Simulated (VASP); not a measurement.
# ZrS2 (P-3m1) in VASP: G0W0 quasiparticle levels with PBE

Aim: the G0W0 quasiparticle levels of ZrS2 with PBE.

All numbers are computed with VASP 6.6.1; they aren't measurements. Logs are shortened: lines on timing, memory, paths and dates and some standing lists are left out, and cuts for length are marked.

## 1. The cell of the first run

The structure is trigonal, space group P-3m1 (No. 164). Conventional cell: a = 3.674 Å, b = 3.674 Å, c = 5.857 Å, α = 90.00°, β = 90.00°, γ = 120.00°. Zr (site symmetry -3m) has 6 S at 2.57 Å within 3.4 Å. S (site symmetry 3m) has 3 Zr at 2.57 Å within 3.4 Å.

## 2. G0W0 quasiparticle levels, PBE

POSCAR reads:

```
ZrS2
1.0
    3.6743619257      0.0000000000      0.0000000000
   -1.8371809629      3.1820907704      0.0000000000
    0.0000000000      0.0000000000      5.8571358029
Zr S
1 2
Direct
    0.0000000000      0.0000000000      0.0000000000
    0.6666666667      0.3333333333      0.7537648221
    0.3333333333      0.6666666667      0.2462351779
```

INCAR.step1 reads:

```
SYSTEM = ZrS2
ALGO     = Normal         ! electronic algorithm
EDIFF    = 1E-8           ! SCF threshold, eV
ENCUT    = 500            ! plane-wave cutoff, eV
GGA      = PE             ! functional
ISMEAR   = 0              ! smearing method
LASPH    = .True.         ! aspherical terms in the spheres
LCHARG   = .False.        ! write CHGCAR
LREAL    = .False.        ! projectors in reciprocal space
LWAVE    = .True.         ! write WAVECAR
NELM     = 80             ! most SCF steps
PREC     = Accurate       ! precision mode
SIGMA    = 0.01           ! smearing width, eV
```

INCAR.step2 reads:

```
SYSTEM = ZrS2
ALGO     = Exact          ! electronic algorithm
EDIFF    = 1E-8           ! SCF threshold, eV
ENCUT    = 500            ! plane-wave cutoff, eV
GGA      = PE             ! functional
ISMEAR   = 0              ! smearing method
ISTART   = 1            
LASPH    = .True.         ! aspherical terms in the spheres
LCHARG   = .False.        ! write CHGCAR
LOPTICS  = .True.         ! frequency-dependent dielectric function
LREAL    = .False.        ! projectors in reciprocal space
LWAVE    = .True.         ! write WAVECAR
NBANDS   = 216            ! bands
NELM     = 1              ! most SCF steps
PREC     = Accurate       ! precision mode
SIGMA    = 0.01           ! smearing width, eV
```

INCAR.step3 reads:

```
SYSTEM = ZrS2
ALGO     = EVGW0          ! electronic algorithm
EDIFF    = 1E-8           ! SCF threshold, eV
ENCUT    = 500            ! plane-wave cutoff, eV
ENCUTGW  = 120.0          ! cutoff of the response function
GGA      = PE             ! functional
ISMEAR   = 0              ! smearing method
ISTART   = 1            
LASPH    = .True.         ! aspherical terms in the spheres
LCHARG   = .False.        ! write CHGCAR
LREAL    = .False.        ! projectors in reciprocal space
LWAVE    = .False.        ! write WAVECAR
NBANDS   = 216            ! bands
NBANDSGW = 20           
NELMGW   = 1            
NOMEGA   = 96             ! frequency points
OMEGAMAX = 30           
PREC     = Accurate       ! precision mode
PRECFOCK = Fast         
SIGMA    = 0.01           ! smearing width, eV
```

KPOINTS reads:

```
k-points
0
Gamma
  6 6 2
  0 0 0
```

Potentials or basis: VASP PAW PBE potentials, release 64 (Zr_sv_GW, S_GW).

On the command line:

```sh
$ cat potpaw_PBE.64/Zr_sv_GW/POTCAR potpaw_PBE.64/S_GW/POTCAR > POTCAR
$ cp INCAR.step1 INCAR
$ mpirun -np 1 vasp_std > vasp.out
$ cp INCAR.step2 INCAR
$ mpirun -np 1 vasp_std > vasp.out
$ cp INCAR.step3 INCAR
$ mpirun -np 1 vasp_std > vasp.out
```

OUTCAR:

```text
SYSTEM = ZrS2
   EDIFF = 1E-8
   ENCUT = 500
   ENCUTGW = 120.0
   GGA = PE
   ISMEAR = 0
   ISTART = 1
   LASPH = .True.
   LREAL = .False.
   NELMGW = 1
   PREC = Accurate
   PRECFOCK = Fast

 ion  position               nearest neighbor table
   1  0.000  0.000  0.000-
   2  0.667  0.333  0.754-
   3  0.333  0.667  0.246-

  LATTYP: Found a hexagonal cell.
 ALAT       =     3.6743619257
 C/A-ratio  =     1.5940552187

  Lattice vectors:

 A1 = (   3.6743619257,   0.0000000000,   0.0000000000)
 A2 = (  -1.8371809629,   3.1820907704,   0.0000000000)
 A3 = (   0.0000000000,   0.0000000000,   5.8571358029)

Analysis of symmetry for initial positions (statically):
=====================================================================
 Subroutine PRICEL returns:
 Original cell was already a primitive cell.

 Routine SETGRP: Setting up the symmetry group for a
 hexagonal supercell.

 Subroutine GETGRP returns: Found 12 space group operations
 (whereof 12 operations were pure point group operations)
 out of a pool of 24 trial point group operations.

The static configuration has the point symmetry D_3d.

Analysis of symmetry for dynamics (positions and initial velocities):
=====================================================================
 Subroutine PRICEL returns:
 Original cell was already a primitive cell.

 Routine SETGRP: Setting up the symmetry group for a
 hexagonal supercell.

 Subroutine GETGRP returns: Found 12 space group operations
 (whereof 12 operations were pure point group operations)
 out of a pool of 24 trial point group operations.

The dynamic configuration has the point symmetry D_3d.

 Subroutine INISYM returns: Found 12 space group operations
 (whereof 12 operations are pure point group operations),
 and found     1 'primitive' translations

----------------------------------------------------------------------------------------

                                     Primitive cell

  volume of cell :      68.4825

  direct lattice vectors                    reciprocal lattice vectors
     3.674361926  0.000000000  0.000000000     0.272156097  0.157129396  0.000000000
[... 46 lines left out ...]
  0.166667  0.000000  0.000000      6.000000
  0.333333  0.000000  0.000000      6.000000
  0.500000  0.000000  0.000000      3.000000
  0.166667  0.166667  0.000000      6.000000
  0.333333  0.166667  0.000000     12.000000
  0.333333  0.333333  0.000000      2.000000
  0.000000  0.000000  0.500000      1.000000
  0.166667  0.000000  0.500000      6.000000
  0.333333  0.000000  0.500000      6.000000
  0.500000  0.000000  0.500000      3.000000
  0.166667  0.166667  0.500000      6.000000
  0.333333  0.166667  0.500000     12.000000
  0.333333  0.333333  0.500000      2.000000
   k-points           NKPTS =     14   k-points in BZ     NKDIM =     72   number of bands    NBANDS=    216
   number of dos      NEDOS =    301   number of ions     NIONS =      3
   total plane-waves  NPLWV =  37632
   dimension x,y,z NGX =    28 NGY =   28 NGZ =   48
   dimension x,y,z NGXF=    56 NGYF=   56 NGZF=   96
   ions per type =               1   2
   NGX,Y,Z   is equivalent  to a cutoff of  12.67, 12.67, 13.62 a.u.
   NGXF,Y,Z  is equivalent  to a cutoff of  25.34, 25.34, 27.25 a.u.
 SYSTEM =  ZrS2
   PREC   = accura    normal or accurate (medium, high low for compatibility)
   ISTART =      1    job   : 0-new  1-cont  2-samecut
   ICHARG =      0    charge: 1-file 2-atom 10-const
   ISPIN  =      1    spin polarized calculation?
   LNONCOLLINEAR =      F non collinear calculations
   LSORBIT =      F    spin-orbit coupling
   LASPH  =      T    aspherical Exc in radial PAW
   ENCUT  =  500.0 eV  36.75 Ry    6.06 a.u.   6.70  6.70 10.68*2*pi/ulx,y,z
   NELM   =     60;   NELMIN=  2; NELMDL=  0     # of ELM steps
   EDIFF  = 0.1E-07   stopping-criterion for ELM
   LREAL  =      F    real-space projection
   EDIFFG = 0.1E-06   stopping-criterion for IOM
   NSW    =      0    number of steps for IOM
   IBRION =     -1    ionic relax: 0-MD 1-quasi-New 2-CG
   NFREE  =      0    steps in history (QN), initial steepest desc. (CG)
   ISIF   =      0    stress and relaxation
   ISYM   =      3    0-nonsym 1-usesym 2-fastsym
   POTIM  = 0.5000    time-step for ionic-motion
   TEBEG  =    0.0;   TEEND  =   0.0 temperature during run
   PSTRESS=    0.0 pullay stress
   NELECT =      24.0000    total number of electrons
   NUPDOWN=      -1.0000    fix difference up-down
   EMIN   =  10.00;   EMAX   =-10.00  energy-range for DOS
   EFERMI =   0.00;   METHOD = LEGACY
   ISMEAR =     0;   SIGMA  =   0.01  broadening in eV -4-tet -1-fermi 0-gaus
   EFERMI_NEDOS =   21; number of points for ismear=-14 and -15
   IALGO  =     38    algorithm
   IMIX   =      4    mixing-type and parameters
     AMIX     =   0.40;   BMIX     =  1.00
     AMIX_MAG =   1.60;   BMIX_MAG =  1.00
  volume/ion in A,a.u.               =      22.83       154.05
  Fermi-wavevector in a.u.,A,eV,Ry     =   1.154211  2.181143 18.125732  1.332204
  Thomas-Fermi vector in A             =   2.290849
   LORBIT       =      0    0 simple, 1 ext, 2 COOP (PROOUT), +10 PAW based schemes
   GGA     = PE    functional components
   LHFCALC =     T    Hartree Fock is set to
   PRECFOCK=fast      Normal, Fast or Accurate (Low or Medium for compatibility)
   ENCUT4O =  -1.0   cutoff for four orbital integrals eV
   NKREDX  =     1    reduce k-point grid by
   NKREDY  =     1    reduce k-point grid by
   NKREDZ  =     1    reduce k-point grid by
   AEXX    =    1.0000 exact exchange contribution
   HFSCREEN=    0.0000 screening length (either q_TF or 0.3 A-1)
   HFSCREENC=   0.0000 screening length for correlation (either q_TF or 0.3 A-1)
   ENCUTFOCK=  -1.0 apply spherical cutoff to Coloumb kernel
   IVDW    =     0    specifies the selected vdW correction
   LEPSILON=     F    determine dielectric tensor
   LRPA    =     F    only Hartree local field effects (RPA)
   LRPAFORCE           =     F    calculate RPA forces
   ENCUTGW             = 120.0    cutoff for response function in eV
   ENCUTGWSOFT         =  96.0    soft cutoff for Coulomb kernel in GW response function in eV
   ENCUTLF             =  -1.0    cutoff for local field effects
   NELMGW              =     1    number of iterations in solving QP/BSE equation
   NELMHF              =     1    number of iterations in the inner HF iteration
   NKREDLFX            =     1    NKREDLFY  =   1   NKREDLFZ  =   1
 non-spin polarized calculation
 Gauss-broadening in eV      SIGMA  =   0.01
  energy-cutoff  :      500.00
  volume of cell :       68.48
 maximum number of plane-waves:      1785
 NGX is ok and might be reduce to    28
  NGX = 16; NGY = 16; NGZ = 28
   NGX = 13   NGY = 13   NGZ = 21
 maximum number of plane-waves:       218
 NGX is ok and might be reduce to    14

 QP shifts <psi_nk| G(iteration)W_0 |psi_nk>: iteration 1
 for sc-GW calculations column KS-energies equals QP-energies in previous step
 and V_xc(KS)=  KS-energies - (<T + V_ion + V_H > + <T+V_H+V_ion>^1  + <V_x>^1)

 k-point   1 :       0.0000    0.0000    0.0000
  band No.  KS-energies  QP-energies   sigma(KS)   V_xc(KS)     V^pw_x(r,r')   Z            occupation Imag(sigma)

      1     -44.4359     -44.9276     -21.5330     -20.6818     -34.2679       0.5776       2.0000       1.0486
      2     -22.5072     -23.2264     -20.4233     -19.3172     -27.5480       0.6502       2.0000       0.6263
      3     -22.3529     -23.1088     -20.6493     -19.4964     -27.5967       0.6557       2.0000       0.4832
      4     -22.3529     -23.1088     -20.6493     -19.4964     -27.5967       0.6557       2.0000       0.4832
      5      -8.1378      -8.3653     -13.5783     -13.2035     -21.2370       0.6071       2.0000       1.2100
      6      -6.6358      -6.9838     -14.6161     -14.0780     -21.4793       0.6467       2.0000       0.9591
[... 311 lines left out ...]
      6      -6.8431      -7.1411     -14.5372     -14.0623     -21.5159       0.6275       2.0000       0.9621
[... 12 lines left out ...]
     19      13.1942      13.5275     -10.7794     -11.2205      -5.3225       0.7556       0.0000      -0.3788
     20      13.1942      13.5275     -10.7794     -11.2205      -5.3225       0.7556       0.0000      -0.3788
```

OUTCAR.step1:

```text
SYSTEM = ZrS2
   EDIFF = 1E-8
   ENCUT = 500
   GGA = PE
   ISMEAR = 0
   LASPH = .True.
   LREAL = .False.
   NELM = 80
[... 477 lines left out ...]
      0.00000      0.00000      0.00000         0.000000      0.000000      0.000000
      1.83718      1.06070      4.41490         0.000000     -0.000000     -0.024890
     -0.00000      2.12139      1.44223        -0.000000      0.000000      0.024890
 -----------------------------------------------------------------------------------
    total drift:                                0.000000     -0.000000     -0.000000

  FREE ENERGIE OF THE ION-ELECTRON SYSTEM (eV)
  ---------------------------------------------------
  free  energy   TOTEN  =       -23.1294887168 eV

  energy  without entropy=      -23.1294887168  energy(sigma->0) =      -23.12948872
```

Wall time 18 min (1 thread of AMD EPYC 9R45 (Zen 5), shared host); peak memory 1.2 GiB.

What came out:

- Quasiparticle gap: 1.76 eV
- Least direct quasiparticle gap: 2.51 eV
- Band gap of the starting levels on the mesh: 0.88 eV
- Least direct gap of the starting levels on the mesh: 1.49 eV

Caveat: the k points lie up to 0.54 Å⁻¹ apart; bands, screening cutoff and mesh are small and nothing is extrapolated, so the quasiparticle values aren't converged.
